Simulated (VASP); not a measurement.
# Nb (P6_3/mmc) in VASP: further runs, part 2 of 2

VASP 6.6.1. The steps go on from the part before.

## 4. Single point, r2SCAN

This run uses another cell than the first one, of 18.54 Å³/atom.

POSCAR reads:

```
Nb
1.0
    2.8388242881      0.0000000000      0.0000000000
   -1.4194121440      2.4584939504      0.0000000000
    0.0000000000      0.0000000000      5.3135987121
Nb
2
Direct
    0.3333333333      0.6666666667      0.2500000000
    0.6666666667      0.3333333333      0.7500000000
```

INCAR.step1 reads:

```
SYSTEM = Nb
  PREC = Accurate
  ENCUT = 520
  ISMEAR = 0
  SIGMA = 0.1
  LREAL = .False.
  LASPH = .True.
  NELM = 80
  NBANDS = 20
  GGA = PE
  ALGO = Normal
  EDIFF = 1E-4
  LWAVE = .True.
  LCHARG = .False.
```

INCAR.step2 reads:

```
SYSTEM = Nb
  PREC = Accurate
  ENCUT = 520
  EDIFF = 1E-7
  ISMEAR = 0
  SIGMA = 0.1
  LREAL = .False.
  LASPH = .True.
  NELM = 80
  ALGO = Normal
  ISIF = 2
  LWAVE = .False.
  LCHARG = .True.
  METAGGA = R2SCAN
  LMIXTAU = .True.
  LELF = .True.
  LVHAR = .True.
  NBANDS = 20
  ISTART = 1
```

KPOINTS reads:

```
regular mesh
0
Gamma
  9 9 4
  0 0 0
```

Potentials or basis: VASP PAW PBE potentials, release 64 (Nb_sv).

Launch:

```console
cat potpaw_PBE.64/Nb_sv/POTCAR > POTCAR
cp INCAR.step1 INCAR
mpirun -np 1 vasp_std > vasp.out
cp INCAR.step2 INCAR
mpirun -np 1 vasp_std > vasp.out
```

OUTCAR:

```text
SYSTEM = Nb
   PREC = Accurate
   ENCUT = 520
   EDIFF = 1E-7
   ISMEAR = 0
   LREAL = .False.
   LASPH = .True.
   NELM = 80
   ISIF = 2
   METAGGA = R2SCAN
   ISTART = 1

 ion  position               nearest neighbor table
   1  0.333  0.667  0.250-
   2  0.667  0.333  0.750-

  LATTYP: Found a hexagonal cell.
 ALAT       =     2.8388242881
 C/A-ratio  =     1.8717603391

  Lattice vectors:

 A1 = (   2.8388242881,   0.0000000000,   0.0000000000)
[... 739 lines left out ...]
 [... further k-points ...]

------------------------ aborting loop because EDIFF is reached ----------------------------------------

  FORCE on cell =-STRESS in cart. coord.  units (eV):
  Direction    XX          YY          ZZ          XY          YZ          ZX
  --------------------------------------------------------------------------------------
  -------------------------------------------------------------------------------------
  Total       -0.0368114     -0.0368114     -0.1198954     -0.0000000      0.0000000      0.0000000
  in kB       -1.5903636     -1.5903636     -5.1798432     -0.0000000      0.0000000      0.0000000
  external PRESSURE =      -2.7868568 kB  Pullay stress =       0.0000000 kB

 VOLUME and BASIS-vectors are now :
 -----------------------------------------------------------------------------
  energy-cutoff  :      520.00
  volume of cell :       37.08
      direct lattice vectors                 reciprocal lattice vectors
     2.838824288  0.000000000  0.000000000     0.352258505  0.203376543  0.000000000
    -1.419412144  2.458493950  0.000000000     0.000000000  0.406753085  0.000000000
     0.000000000  0.000000000  5.313598712     0.000000000  0.000000000  0.188196372

 POSITION                                       TOTAL-FORCE (eV/Angst)
 -----------------------------------------------------------------------------------
     -0.00000      1.63900      1.32840        -0.000000      0.000000      0.000000
      1.41941      0.81950      3.98520         0.000000     -0.000000      0.000000
 -----------------------------------------------------------------------------------
    total drift:                               -0.000000      0.000000     -0.000000

  FREE ENERGIE OF THE ION-ELECTRON SYSTEM (eV)
  ---------------------------------------------------
  free  energy   TOTEN  =       -49.0769629686 eV

  energy  without entropy=      -49.0598322959  energy(sigma->0) =      -49.06839763
```

OUTCAR.step1:

```text
SYSTEM = Nb
   PREC = Accurate
   ENCUT = 520
   ISMEAR = 0
   LREAL = .False.
   LASPH = .True.
[... 777 lines left out ...]
     -0.00000      1.63900      1.32840        -0.000000      0.000000      0.000000
      1.41941      0.81950      3.98520         0.000000     -0.000000      0.000000
 -----------------------------------------------------------------------------------
    total drift:                               -0.000000      0.000000     -0.000000

  FREE ENERGIE OF THE ION-ELECTRON SYSTEM (eV)
  ---------------------------------------------------
  free  energy   TOTEN  =       -19.8570070001 eV

  energy  without entropy=      -19.8421428909  energy(sigma->0) =      -19.84957495
```

OSZICAR.step1:

```text
N       E                     dE             d eps       ncg     rms          rms(c)
DAV:   1     0.298597741355E+03    0.29860E+03   -0.14922E+04  1440   0.137E+03
DAV:   2     0.294929565029E+01   -0.29565E+03   -0.28901E+03  1616   0.539E+02
DAV:   3    -0.197709832021E+02   -0.22720E+02   -0.22066E+02  2772   0.108E+02
DAV:   4    -0.206127752094E+02   -0.84179E+00   -0.83675E+00  1900   0.191E+01
DAV:   5    -0.206612329050E+02   -0.48458E-01   -0.48406E-01  2484   0.406E+00    0.972E+00
DAV:   6    -0.199298538414E+02    0.73138E+00   -0.13753E+00  1972   0.115E+01    0.341E+00
DAV:   7    -0.198456040162E+02    0.84250E-01   -0.54974E-01  2528   0.669E+00    0.146E+00
DAV:   8    -0.198569910996E+02   -0.11387E-01   -0.38548E-02  1928   0.197E+00    0.125E-01
DAV:   9    -0.198569796955E+02    0.11404E-04   -0.39758E-03  2432   0.542E-01    0.945E-02
DAV:  10    -0.198570070001E+02   -0.27305E-04   -0.16944E-04  1096   0.158E-01
   1 F= -.19857007E+02 E0= -.19849575E+02  d E =-.148641E-01
```

It took 82 s on 1 thread of Intel Xeon Platinum 8259CL at 2.50GHz (Skylake/Cascade Lake), shared host; peak memory 0.17 GiB.

What came out:

```
Free energy            : -49.0770 eV
Pressure               : -0.3 GPa
Band gap on the k mesh : zero (bands 13 and 14 overlap by 2.68 eV)
```

Caveat: the PAW data sets were made with another functional, which shifts forces and pressure a little.

## 5. Summary

| cell | k mesh | gap on the mesh (eV) | pressure (GPa) |
| --- | --- | --- | --- |
| a = 2.826, b = 2.826, c = 5.322 Å, angles 90.0, 90.0, 120.0°, 2 atoms | 6 × 6 × 4 | none | -0.2 |
| a = 3.049, b = 3.049, c = 4.948 Å, angles 90.0, 90.0, 120.0°, 2 atoms | 6 × 6 × 4 | none | -10.7 |
| a = 2.839, b = 2.839, c = 5.314 Å, angles 90.0, 90.0, 120.0°, 2 atoms | 9 × 9 × 4 | none | -0.3 |

Alike in all rows: task single point; level r2SCAN; potentials or basis VASP PAW PBE potentials, release 64 (Nb_sv); no spin polarisation; cutoff (eV) 520; smearing gaussian 0.1 eV.

Caveats: some runs use coarse meshes; the PAW data sets were made with another functional, which shifts forces and pressure a little.

Total energies depend on the potentials used, so only differences within one code and one set of settings carry meaning.
